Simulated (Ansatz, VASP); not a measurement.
**Two plane-wave programs on YBe**

```
Y Be
1.0
     3.34314    0.00000    0.00000
     0.00000    3.34314    0.00000
     0.00000    0.00000    3.54028
Y Be
1 1
Direct
  0.50000 0.50000 0.50000
  0.00000 0.00000 0.00000
```

Alike in both runs: functional PBE; k mesh 6 × 6 × 4; occupations gaussian, width 0.1 eV; no spin polarisation.

Ansatz relaxed the structure, and its values are those at the end. VASP's run is a single point on that final structure, the one shown.

|  | VASP | Ansatz |
| --- | --- | --- |
| version | VASP 6.6.1 | Ansatz 0.2.0 |
| potentials or method | VASP PAW PBE potentials, release 64 (Y_sv, Be), cutoff 520 eV | scalar-relativistic, plane waves, PAW |
| valence electrons in the cell | 13 | 13 |

```tsv
	VASP	Ansatz	Ansatz less VASP
gap on the k mesh at the Fermi level (eV)	none	none	-
pressure (GPa)	0.0	0.1	+0.07
```

A gap of «none» marks a metal or a gap that the smearing closes.

The k mesh is coarse, so the values compare programs but aren't converged.
